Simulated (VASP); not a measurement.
Runs of VASP 6.6.1 on GaN. The structure is that of space group Fm-3m (No. 225), or close to it. The cells are those of the table. 

```csv
level,spin,cell,smearing,gap on the mesh (eV),pressure (GPa)
r2SCAN,"non-collinear, zero start, SOC","a = 2.970 Å, angles 57.6°, 2 atoms",fermi-dirac 0.02 eV,-,(a)
r2SCAN,off,"a = 2.972 Å, angles 58.2°, 2 atoms",gaussian 0.01 eV,(b),15.5
r2SCAN,off,"a = 2.990 Å, angles 61.1°, 2 atoms",gaussian 0.01 eV,0.87,(c)
PBE,off,"a = 2.970 Å, angles 57.6°, 2 atoms",fermi-dirac 0.02 eV,0.86,29.0
PBE,off,"a = 2.986 Å, angles 60.6°, 2 atoms",fermi-dirac 0.02 eV,0.52,5.1
```

Alike in all rows: task single point; potentials or basis VASP PAW PBE potentials, release 64 (Ga_d, N); k mesh 10 × 10 × 10; cutoff (eV) 520.

Q: Estimate the missing entries.

A: (a) 21.1; (b) 1.36; (c) -6.5.

Caveats: the cell stands under pressure (at least some runs); the PAW data sets were made with another functional, which shifts forces and pressure a little (at least some runs); the cell stands under tension (at least some runs).

A k mesh can miss the band edges, and rows without SOC leave out spin-orbit coupling on Ga.
